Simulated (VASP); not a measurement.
Here is a VASP 6.6.1 calculation.

File INCAR:

```
ALGO     = Normal         # electronic algorithm
EDIFF    = 1E-6           # SCF threshold, eV
ENCUT    = 520            # plane-wave cutoff, eV
GGA      = CA             # functional
ISIF     = 2              # what is computed and relaxed
ISMEAR   = 1              # smearing method
ISPIN    = 2              # spin polarisation
LASPH    = T              # aspherical terms in the spheres
LCHARG   = T              # write CHGCAR
LDAU     = T              # DFT+U
LDAUJ    = 0 0          
LDAUL    = 2 -1           # shell
LDAUPRINT= 1            
LDAUTYPE = 2            
LDAUU    = 3 0            # U, eV
LELF     = T              # ELF
LMAXMIX  = 4              # l up to which the mixer works
LORBIT   = 11             # projections on sites
LREAL    = F              # projectors in reciprocal space
LVHAR    = T            
LWAVE    = F              # write WAVECAR
MAGMOM   = 2.8 0          # initial moments
NBANDS   = 20             # bands
NELM     = 150            # most SCF steps
PREC     = Accurate       # precision mode
SIGMA    = 0.05           # smearing width, eV
```

The input KPOINTS:

```
k-points
0
Gamma
  6 6 6
```

Contents of POSCAR:

```
MnO
1.0
    0.0000000000      2.2230000000      2.2230000000
    2.2230000000      0.0000000000      2.2230000000
    2.2230000000      2.2230000000      0.0000000000
Mn O
1 1
Direct
    0.9911200000      0.9884300000      0.0357900000
    0.4665200000      0.5065100000      0.5352000000
```

Potentials or basis: VASP PAW LDA potentials, release 64 (Mn_pv, O).

Launch:

```sh
$ cat potpaw_LDA.64/Mn_pv/POTCAR potpaw_LDA.64/O/POTCAR > POTCAR
$ mpirun -np 1 vasp_std > vasp.out
```

Task: What does it give for the band gap on the k mesh?

Result: Zero (filled and empty bands overlap).

Task: Estimate the net moment.

Result: 5.00 μB per cell.

Stress tensor (GPa, compression positive):
```
-5.41  0.09  0.02
 0.09 -5.06 -0.03
 0.02 -0.03 -5.63
```

Caveat: the k points lie up to 0.41 Å⁻¹ apart; a cell with one magnetic atom can't hold antiferromagnetic order, which such compounds often take. The state reached can hang on the start; a lower one may exist.
